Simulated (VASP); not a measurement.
LaYN2:

```
CELL_PARAMETERS angstrom
3.52818 0.00000 0.00000
-1.76409 3.05549 0.00000
0.00000 0.00000 6.13026
ATOMIC_POSITIONS crystal
La 0.00000 0.00000 0.50000
Y 0.00000 0.00000 0.00000
N 0.33333 0.66667 0.77024
N 0.66667 0.33333 0.22976
```

The cell was built from a structure type or drawn by symmetry, and may not be a known phase.

```yaml
Program: VASP 6.6.1
Task: relaxation of cell and atoms
Functional: PBE
Potentials_or_basis: VASP PAW PBE potentials, release 64 (La, Y_sv, N)
Cutoff: 600 eV
k_mesh: 6 × 6 × 4
Occupations: gaussian, width 0.1 eV
Spin: no spin polarisation
```

At the start: pressure 2.0 GPa; volume 16.52 Å³/atom.

Question: How do energy, volume and symmetry change on relaxing?

Answer: Over 6 steps the energy falls by 8.3 meV/atom and the volume is 16.79 Å³/atom (+1.6 %); space group P-3m1 (No. 164, to 0.1 Å) before and after.

The path:
```tsv
step	energy change (eV)	largest force (eV/Å)	pressure (GPa)	volume (Å³)
1	0.0000	0.4595	1.96	66.09
2	-0.0214	0.1724	-1.81	68.02
3	-0.0270	0.2579	-0.68	67.41
4	-0.0323	0.0712	0.16	67.00
5	-0.0325	0.0349	0.31	66.92
6	-0.0331	0.0052	-0.08	67.16
```

Final structure:
```xyz
4
Lattice="3.5304 0.0000 0.0000 -1.7652 3.0574 0.0000 0.0000 0.0000 6.2221" Properties=species:S:1:pos:R:3 pbc="T T T"
La    0.0000    0.0000    3.1110
Y     0.0000    0.0000    0.0000
N     0.0000    2.0383    4.7559
N     1.7652    1.0191    1.4662
```
